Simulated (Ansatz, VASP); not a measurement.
CoSi2 in VASP and in Ansatz

```
Co Si
1.0
     0.00000    2.54542    2.54542
     2.54542    0.00000    2.54542
     2.54542    2.54542    0.00000
Co Si
1 2
Direct
  0.00000 0.00000 0.00000
  0.25000 0.25000 0.25000
  0.75000 0.75000 0.75000
```

Change from the starting cell: volume scaled by 0.88, LAPW.

Alike in both runs: task single point; functional PBEsol; k mesh 11 × 11 × 11; occupations fermi-dirac, width 0.1 eV; no spin polarisation.

```csv
,VASP,Ansatz
version,VASP 6.6.1,Ansatz 0.2.0
potentials or method,"VASP PAW PBE potentials, release 64 (Co, Si), cutoff 600 eV","all-electron LAPW, scalar-relativistic"
```

Ansatz gave:

```
pressure (GPa) : 32.9
```

Question: Estimate VASP's values.

Answer: Pressure (GPa): 33.2.

VASP's potentials were made for PBE, not for PBEsol. Both programs put the cell under a high pressure, so it lies far from rest at this level. Ansatz ran all-electron here, and VASP with PAW potentials.
